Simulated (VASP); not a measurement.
# MnO: single point with PBE

The system is MnO.

```
CELL_PARAMETERS angstrom
0.00000 2.20167 2.22391
2.20167 0.00000 2.22391
2.20167 2.20167 0.00000
ATOMIC_POSITIONS crystal
Mn 0.00000 0.00000 0.00000
O 0.50000 0.50000 0.50000
```

```
Program                : VASP 6.6.1
Task                   : single point
Functional             : PBE
Potentials or basis    : VASP PAW PBE potentials, release 64 (Mn_pv, O)
Cutoff                 : 520 eV
k mesh                 : 9 × 9 × 9
Occupations            : fermi-dirac, width 0.05 eV
Spin                   : collinear spin, ferromagnetic start
Starting moments       : [4.0, 0.0] μB
Dipole correction      : no
Further INCAR settings : ALGO = Normal; EDIFF = 1e-06; NBANDS = 20
```

- Pressure: 2.1 GPa
- Net moment: 4.72 μB per cell
- Site moments: Mn +4.29; O +0.20 μB
- Valence electrons inside the program's atomic spheres: Mn 11.38; O 4.98

Stress tensor (GPa, compression positive):
```
2.21 0.00 0.00
0.00 2.21 0.00
0.00 0.00 1.74
```

Levels at points of the mesh, in eV from the Fermi level:
Spin up:
```
           k point  band 10  band 11  band 12  band 13  band 14  band 15
(0.00, 0.00, 0.00)    -3.22    -2.71    -2.67    -0.43    14.03    16.49
```
Spin down:
```csv
k point,band 4,band 5,band 6,band 7,band 8,band 9,band 10,band 11
"(0.00, 0.00, 0.00)",-20.00,-3.47,-3.47,-3.44,0.65,0.70,0.70,0.84
```

It took 21 s on 1 thread of Intel(R) Xeon(R) 6975P-C (Granite Rapids) (shared host), peak memory 0.18 GiB.

Caveat: a cell with one magnetic atom can't hold antiferromagnetic order, which such compounds often take; semilocal functionals often make such compounds metallic where correlation or magnetic order opens a gap, which also shifts bond lengths. With open d or f shells a metallic result of PBE can be an artefact of self-interaction; +U or a hybrid may open a gap.
